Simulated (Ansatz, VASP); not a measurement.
## MgS in VASP and in Ansatz

```xyz
2
Lattice="0.0000 2.8249 2.7686 2.8249 0.0000 2.7686 2.8249 2.8249 0.0000" Properties=species:S:1:pos:R:3 pbc="T T T"
Mg    0.0000    0.0000    0.0000
S     1.4124    1.4124    1.3843
```

Change from the starting cell: strained cell.

Alike in both runs: functional LDA; k mesh 6 × 6 × 6; occupations gaussian, width 0.02 eV; no spin polarisation.

Ansatz relaxed the structure, and its values are those at the end. VASP's run is a single point on that final structure, the one shown.

|  | VASP | Ansatz |
| --- | --- | --- |
| version | VASP 6.6.1 | Ansatz 0.2.0 |
| potentials or method | VASP PAW LDA potentials, release 64 (Mg, S), cutoff 600 eV | scalar-relativistic, plane waves, PAW |
| valence electrons in the cell | 8 | 16 |

Ansatz gave:

| Item | Value |
| --- | --- |
| gap on the k mesh at the Fermi level (eV) | 3.28 |
| least direct gap on the mesh (eV) | 3.28 |
| pressure (GPa) | -0.6 |

Problem. Which values does VASP return?

Solution. gap on the k mesh at the Fermi level (eV): 3.29; least direct gap on the mesh (eV): 3.29; pressure (GPa): -0.9.

Ansatz warns that its potentials were made for another functional, while VASP's fit it. LDA's correlation is that of Perdew and Zunger in VASP and of Perdew and Wang (1992) in Ansatz. VASP's potentials hold 8 valence electrons a cell and Ansatz's 16, so a difference there can come from the potentials and not from the codes. Ansatz's warnings: stress scf threshold loose.
